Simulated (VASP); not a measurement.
# KMgF3 (Pm-3m) in VASP: single point with HSE06

Aim: the single point of KMgF3 with HSE06.

All numbers are computed with VASP 6.6.1; they aren't measurements. Logs are shortened: lines on timing, memory, paths and dates and some standing lists are left out, and cuts for length are marked.

### 1 The cell of the first run

Symmetry: Pm-3m, No. 221, cubic system. The conventional cell has a = 3.991 Å, b = 3.991 Å, c = 3.991 Å, α = 90.00°, β = 90.00°, γ = 90.00°. Within 3.7 Å of K (site symmetry m-3m) lie 12 F at 2.82 Å and 8 Mg at 3.46 Å. Mg (site symmetry m-3m) has 6 F at 2.00 Å within 2.6 Å. F (site symmetry 4/mmm) has 2 Mg at 2.00 Å within 2.6 Å.

### 2 Single point, HSE06

File POSCAR:

```
KMgF3
1.0
    7.9825440000      0.0000000000      0.0000000000
    0.0000000000      7.9825440000      0.0000000000
    0.0000000000      0.0000000000      7.9825440000
K Mg F
8 8 24
Direct
    0.0000000000      0.0000000000      0.0000000000
    0.0000000000      0.0000000000      0.5000000000
    0.0000000000      0.5000000000      0.0000000000
    0.0000000000      0.5000000000      0.5000000000
    0.5000000000      0.0000000000      0.0000000000
    0.5000000000      0.0000000000      0.5000000000
    0.5000000000      0.5000000000      0.0000000000
    0.5000000000      0.5000000000      0.5000000000
    0.2500000000      0.2500000000      0.2500000000
    0.2500000000      0.2500000000      0.7500000000
    0.2500000000      0.7500000000      0.2500000000
    0.2500000000      0.7500000000      0.7500000000
    0.7500000000      0.2500000000      0.2500000000
    0.7500000000      0.2500000000      0.7500000000
    0.7500000000      0.7500000000      0.2500000000
    0.7500000000      0.7500000000      0.7500000000
    0.2500000000      0.2500000000      0.0000000000
    0.2500000000      0.2500000000      0.5000000000
    0.2500000000      0.7500000000      0.0000000000
    0.2500000000      0.7500000000      0.5000000000
    0.7500000000      0.2500000000      0.0000000000
    0.7500000000      0.2500000000      0.5000000000
    0.7500000000      0.7500000000      0.0000000000
    0.7500000000      0.7500000000      0.5000000000
    0.0000000000      0.2500000000      0.2500000000
    0.0000000000      0.2500000000      0.7500000000
    0.0000000000      0.7500000000      0.2500000000
    0.0000000000      0.7500000000      0.7500000000
    0.5000000000      0.2500000000      0.2500000000
    0.5000000000      0.2500000000      0.7500000000
    0.5000000000      0.7500000000      0.2500000000
    0.5000000000      0.7500000000      0.7500000000
    0.2500000000      0.0000000000      0.2500000000
    0.2500000000      0.0000000000      0.7500000000
    0.2500000000      0.5000000000      0.2500000000
    0.2500000000      0.5000000000      0.7500000000
    0.7500000000      0.0000000000      0.2500000000
    0.7500000000      0.0000000000      0.7500000000
    0.7500000000      0.5000000000      0.2500000000
    0.7500000000      0.5000000000      0.7500000000
```

File INCAR.step1:

```
  PREC = Accurate
  ENCUT = 520
  EDIFF = 1E-5
  ISMEAR = -1
  SIGMA = 0.05
  LREAL = Auto
  LASPH = True
  NELM = 120
  ALGO = Normal
  ISIF = 2
  LWAVE = True
  LCHARG = False
  GGA = PE
  ISYM = -1
  NBANDS = 154
  GGA_COMPAT = False
```

File INCAR.step2:

```
  PREC = Accurate
  ENCUT = 520
  EDIFF = 1E-6
  ISMEAR = -1
  SIGMA = 0.05
  LREAL = Auto
  LASPH = True
  NELM = 120
  ALGO = Normal
  ISIF = 2
  LWAVE = False
  LCHARG = False
  GGA = PE
  LHFCALC = True
  HFSCREEN = 0.2079
  PRECFOCK = Fast
  ISTART = 1
  ISYM = -1
  NBANDS = 154
  GGA_COMPAT = False
```

File KPOINTS:

```
explicit points
1
Reciprocal
  0.25000000   0.25000000   0.25000000 1
```

Potentials or basis: VASP PAW PBE potentials, release 64 (K_sv, Mg, F).

Launch:

```console
> cat potpaw_PBE.64/K_sv/POTCAR potpaw_PBE.64/Mg/POTCAR potpaw_PBE.64/F/POTCAR > POTCAR
> cp INCAR.step1 INCAR
> mpirun -np 1 vasp_std > vasp.out
> cp INCAR.step2 INCAR
> mpirun -np 1 vasp_std > vasp.out
```

OUTCAR:

```text
PREC = Accurate
   ENCUT = 520
   EDIFF = 1E-6
   ISMEAR = -1
   LREAL = Auto
   LASPH = True
   NELM = 120
   ISIF = 2
   GGA = PE
   LHFCALC = True
   HFSCREEN = 0.2079
   PRECFOCK = Fast
   ISTART = 1
   ISYM = -1

 ion  position               nearest neighbor table
   1  0.000  0.000  0.000-  17 2.82  19 2.82  21 2.82  23 2.82  25 2.82  26 2.82  27 2.82  28 2.82
                            33 2.82  34 2.82  37 2.82  38 2.82  13 3.46  14 3.46  15 3.46  16 3.46
   2  0.000  0.000  0.500-  18 2.82  20 2.82  22 2.82  24 2.82  25 2.82  26 2.82  27 2.82  28 2.82
                            33 2.82  34 2.82  37 2.82  38 2.82  13 3.46  14 3.46  15 3.46  16 3.46
   3  0.000  0.500  0.000-  17 2.82  19 2.82  21 2.82  23 2.82  25 2.82  26 2.82  27 2.82  28 2.82
                            35 2.82  36 2.82  39 2.82  40 2.82  13 3.46  14 3.46  15 3.46  16 3.46
   4  0.000  0.500  0.500-  18 2.82  20 2.82  22 2.82  24 2.82  25 2.82  26 2.82  27 2.82  28 2.82
                            35 2.82  36 2.82  39 2.82  40 2.82  13 3.46  14 3.46  15 3.46  16 3.46
   5  0.500  0.000  0.000-  17 2.82  19 2.82  21 2.82  23 2.82  29 2.82  30 2.82  31 2.82  32 2.82
                            33 2.82  34 2.82  37 2.82  38 2.82  13 3.46  14 3.46  15 3.46  16 3.46
   6  0.500  0.000  0.500-  18 2.82  20 2.82  22 2.82  24 2.82  29 2.82  30 2.82  31 2.82  32 2.82
                            33 2.82  34 2.82  37 2.82  38 2.82  13 3.46  14 3.46  15 3.46  16 3.46
   7  0.500  0.500  0.000-  17 2.82  19 2.82  21 2.82  23 2.82  29 2.82  30 2.82  31 2.82  32 2.82
                            35 2.82  36 2.82  39 2.82  40 2.82  13 3.46  14 3.46  15 3.46  16 3.46
   8  0.500  0.500  0.500-  18 2.82  20 2.82  22 2.82  24 2.82  29 2.82  30 2.82  31 2.82  32 2.82
                            35 2.82  36 2.82  39 2.82  40 2.82  13 3.46  14 3.46  15 3.46  16 3.46
   9  0.250  0.250  0.250-  17 2.00  18 2.00  25 2.00  29 2.00  33 2.00  35 2.00   7 3.46   8 3.46
                             1 3.46   2 3.46   3 3.46   4 3.46   5 3.46   6 3.46
  10  0.250  0.250  0.750-  17 2.00  18 2.00  26 2.00  30 2.00  34 2.00  36 2.00   7 3.46   8 3.46
                             1 3.46   2 3.46   3 3.46   4 3.46   5 3.46   6 3.46
  11  0.250  0.750  0.250-  19 2.00  20 2.00  27 2.00  31 2.00  33 2.00  35 2.00   7 3.46   8 3.46
                             1 3.46   2 3.46   3 3.46   4 3.46   5 3.46   6 3.46
  12  0.250  0.750  0.750-  19 2.00  20 2.00  28 2.00  32 2.00  34 2.00  36 2.00   7 3.46   8 3.46
                             1 3.46   2 3.46   3 3.46   4 3.46   5 3.46   6 3.46
  13  0.750  0.250  0.250-  21 2.00  22 2.00  25 2.00  29 2.00  37 2.00  39 2.00   7 3.46   8 3.46
                             1 3.46   2 3.46   3 3.46   4 3.46   5 3.46   6 3.46
  14  0.750  0.250  0.750-  21 2.00  22 2.00  26 2.00  30 2.00  38 2.00  40 2.00   7 3.46   8 3.46
                             1 3.46   2 3.46   3 3.46   4 3.46   5 3.46   6 3.46
  15  0.750  0.750  0.250-  23 2.00  24 2.00  27 2.00  31 2.00  37 2.00  39 2.00   7 3.46   8 3.46
                             1 3.46   2 3.46   3 3.46   4 3.46   5 3.46   6 3.46
  16  0.750  0.750  0.750-  23 2.00  24 2.00  28 2.00  32 2.00  38 2.00  40 2.00   7 3.46   8 3.46
                             1 3.46   2 3.46   3 3.46   4 3.46   5 3.46   6 3.46
  17  0.250  0.250  0.000-   9 2.00  10 2.00   5 2.82   7 2.82   1 2.82   3 2.82
  18  0.250  0.250  0.500-   9 2.00  10 2.00   6 2.82   8 2.82   2 2.82   4 2.82
  19  0.250  0.750  0.000-  11 2.00  12 2.00   5 2.82   7 2.82   1 2.82   3 2.82
  20  0.250  0.750  0.500-  11 2.00  12 2.00   6 2.82   8 2.82   2 2.82   4 2.82
  21  0.750  0.250  0.000-  13 2.00  14 2.00   5 2.82   7 2.82   1 2.82   3 2.82
  22  0.750  0.250  0.500-  13 2.00  14 2.00   6 2.82   8 2.82   2 2.82   4 2.82
[... 16 lines left out ...]
  39  0.750  0.500  0.250-  13 2.00  15 2.00   7 2.82   8 2.82   3 2.82   4 2.82
  40  0.750  0.500  0.750-  14 2.00  16 2.00   7 2.82   8 2.82   3 2.82   4 2.82

IMPORTANT INFORMATION: All symmetrisations will be switched off!
NOSYMM: (Re-)initialisation of all symmetry stuff for point group C_1.

----------------------------------------------------------------------------------------

                                     Primitive cell

  volume of cell :     508.6558

  direct lattice vectors                    reciprocal lattice vectors
     7.982544000  0.000000000  0.000000000     0.125273346  0.000000000  0.000000000
     0.000000000  7.982544000  0.000000000     0.000000000  0.125273346  0.000000000
     0.000000000  0.000000000  7.982544000     0.000000000  0.000000000  0.125273346

  length of vectors
     7.982544000  7.982544000  7.982544000     0.125273346  0.125273346  0.125273346

  position of ions in fractional coordinates (direct lattice)
     0.000000000  0.000000000  0.000000000
     0.000000000  0.000000000  0.500000000
     0.000000000  0.500000000  0.000000000
     0.000000000  0.500000000  0.500000000
     0.500000000  0.000000000  0.000000000
     0.500000000  0.000000000  0.500000000
[... 32 lines left out ...]
     0.750000000  0.500000000  0.250000000
     0.750000000  0.500000000  0.750000000

  ion indices of the primitive-cell ions
   primitive index   ion index
                 1           1
                 2           2
                 3           3
                 4           4
                 5           5
                 6           6
[... 32 lines left out ...]
                39          39
                40          40

----------------------------------------------------------------------------------------

 KPOINTS: explicit points

Read explicit list of k-points.

 Found      1 k-points:

 Following reciprocal coordinates:
            Coordinates               Weight
  0.250000  0.250000  0.250000      1.000000
   k-points           NKPTS =      1   k-points in BZ     NKDIM =      1   number of bands    NBANDS=    154
   number of dos      NEDOS =    301   number of ions     NIONS =     40
   total plane-waves  NPLWV = 216000
   dimension x,y,z NGX =    60 NGY =   60 NGZ =   60
   dimension x,y,z NGXF=   120 NGYF=  120 NGZF=  120
   ions per type =               8   8  24
   NGX,Y,Z   is equivalent  to a cutoff of  12.50, 12.50, 12.50 a.u.
   NGXF,Y,Z  is equivalent  to a cutoff of  24.99, 24.99, 24.99 a.u.
 SYSTEM =  unknown system
   PREC   = accura    normal or accurate (medium, high low for compatibility)
   ISTART =      1    job   : 0-new  1-cont  2-samecut
   ICHARG =      0    charge: 1-file 2-atom 10-const
   ISPIN  =      1    spin polarized calculation?
   LNONCOLLINEAR =      F non collinear calculations
   LSORBIT =      F    spin-orbit coupling
   LASPH  =      T    aspherical Exc in radial PAW
   ENCUT  =  520.0 eV  38.22 Ry    6.18 a.u.  14.84 14.84 14.84*2*pi/ulx,y,z
   NELM   =    120;   NELMIN=  2; NELMDL=  0     # of ELM steps
   EDIFF  = 0.1E-05   stopping-criterion for ELM
   LREAL  =      T    real-space projection
   EDIFFG = 0.1E-04   stopping-criterion for IOM
   NSW    =      0    number of steps for IOM
   IBRION =     -1    ionic relax: 0-MD 1-quasi-New 2-CG
   NFREE  =      0    steps in history (QN), initial steepest desc. (CG)
   ISIF   =      2    stress and relaxation
   ISYM   =     -1    0-nonsym 1-usesym 2-fastsym
   POTIM  = 0.5000    time-step for ionic-motion
   TEBEG  =    0.0;   TEEND  =   0.0 temperature during run
   PSTRESS=    0.0 pullay stress
   NELECT =     256.0000    total number of electrons
   NUPDOWN=      -1.0000    fix difference up-down
   EMIN   =  10.00;   EMAX   =-10.00  energy-range for DOS
   EFERMI =   0.00;   METHOD = LEGACY
   ISMEAR =    -1;   SIGMA  =   0.05  broadening in eV -4-tet -1-fermi 0-gaus
   EFERMI_NEDOS =   21; number of points for ismear=-14 and -15
   IALGO  =     38    algorithm
   IMIX   =      1    mixing-type and parameters
     AMIX     =   0.40;   BMIX     =  1.00
     AMIX_MAG =   1.60;   BMIX_MAG =  1.00
  volume/ion in A,a.u.               =      12.72        85.81
  Fermi-wavevector in a.u.,A,eV,Ry     =   1.302207  2.460815 23.072000  1.695744
  Thomas-Fermi vector in A             =   2.433291
   LORBIT       =      0    0 simple, 1 ext, 2 COOP (PROOUT), +10 PAW based schemes
   GGA     = PE    functional components
   LHFCALC =     T    Hartree Fock is set to
   PRECFOCK=fast      Normal, Fast or Accurate (Low or Medium for compatibility)
   ENCUT4O =  -1.0   cutoff for four orbital integrals eV
   NKREDX  =     1    reduce k-point grid by
   NKREDY  =     1    reduce k-point grid by
   NKREDZ  =     1    reduce k-point grid by
   AEXX    =    0.2500 exact exchange contribution
   HFSCREEN=    0.2079 screening length (either q_TF or 0.3 A-1)
   HFSCREENC=   0.2079 screening length for correlation (either q_TF or 0.3 A-1)
   ENCUTFOCK=  -1.0 apply spherical cutoff to Coloumb kernel
   IVDW    =     0    specifies the selected vdW correction
   LEPSILON=     F    determine dielectric tensor
   LRPA    =     F    only Hartree local field effects (RPA)
 non-spin polarized calculation
  energy-cutoff  :      520.00
  volume of cell :      508.66
 maximum number of plane-waves:     13679
 NGX is ok and might be reduce to    60
  NGX = 32; NGY = 32; NGZ = 32

 number of electron     255.9999661 magnetization

 Free energy of the ion-electron system (eV)
  ---------------------------------------------------
  ext. energy  EPLUGINS =         0.00000000
  ---------------------------------------------------
  free energy    TOTEN  =      -236.81905874 eV

  energy without entropy =     -236.81905874  energy(sigma->0) =     -236.81905874

 E-fermi :  -2.1755     XC(G=0):  -7.9357

 val. band max:       -3.4369570661   @ k =   0.2500   0.2500   0.2500
 cond. band min:       6.9711804963   @ k =   0.2500   0.2500   0.2500
 fundamental gap:     10.4081375624
 Fermi energy:        -2.1754829728

 k-point     1 :       0.2500    0.2500    0.2500
  band No.  band energies     occupation
      1     -30.3985      2.00000
      2     -30.3788      2.00000
      3     -30.3788      2.00000
      4     -30.3788      2.00000
      5     -30.3635      2.00000
      6     -30.3635      2.00000
[... 132 lines left out ...]
    139      10.0168      0.00000
    140      10.0168      0.00000
 [bands above 140 left out]

------------------------ aborting loop because EDIFF is reached ----------------------------------------

  FORCE on cell =-STRESS in cart. coord.  units (eV):
  Direction    XX          YY          ZZ          XY          YZ          ZX
  --------------------------------------------------------------------------------------
  -------------------------------------------------------------------------------------
  Total        0.9087227      0.9087404      0.9087068     -0.1545605     -0.1545529     -0.1545561
  in kB        2.8623187      2.8623744      2.8622688     -0.4868388     -0.4868149     -0.4868250
  external PRESSURE =       2.8623206 kB  Pullay stress =       0.0000000 kB

 VOLUME and BASIS-vectors are now :
 -----------------------------------------------------------------------------
  energy-cutoff  :      520.00
  volume of cell :      508.66
      direct lattice vectors                 reciprocal lattice vectors
     7.982544000  0.000000000  0.000000000     0.125273346  0.000000000  0.000000000
     0.000000000  7.982544000  0.000000000     0.000000000  0.125273346  0.000000000
     0.000000000  0.000000000  7.982544000     0.000000000  0.000000000  0.125273346

 POSITION                                       TOTAL-FORCE (eV/Angst)
 -----------------------------------------------------------------------------------
      0.00000      0.00000      0.00000        -0.000003      0.000002      0.000004
      0.00000      0.00000      3.99127        -0.000003      0.000001      0.000001
      0.00000      3.99127      0.00000        -0.000004      0.000005      0.000003
      0.00000      3.99127      3.99127        -0.000004      0.000006      0.000002
      3.99127      0.00000      0.00000        -0.000004      0.000004      0.000002
      3.99127      0.00000      3.99127        -0.000003      0.000004      0.000003
[... 32 lines left out ...]
      5.98691      3.99127      1.99564        -0.000005      0.000007      0.000002
      5.98691      3.99127      5.98691        -0.000006      0.000005      0.000003
 -----------------------------------------------------------------------------------
    total drift:                                0.000124     -0.000137     -0.000101

  FREE ENERGIE OF THE ION-ELECTRON SYSTEM (eV)
  ---------------------------------------------------
  free  energy   TOTEN  =      -236.8190587397 eV

  energy  without entropy=     -236.8190587396  energy(sigma->0) =     -236.81905874
```

It took 8.3 min on 1 thread of AMD EPYC 9R45 (Zen 5), shared host; peak memory 0.67 GiB.

What came out:

```yaml
Free_energy: -236.8191 eV
Pressure: 0.3 GPa
Band_gap_on_the_k_mesh: 10.41 eV
```

Levels at points of the mesh, in eV from the valence-band top:
```
           k point  band 126  band 127  band 128  band 129  band 130  band 131
(0.25, 0.25, 0.25)     -0.03     -0.03      0.00     10.41     12.00     12.00
```

Caveat: the PAW data sets were made with another functional, which shifts forces and pressure a little; a shifted mesh leaves out Γ, where band edges can lie. A k mesh can miss the band edges.
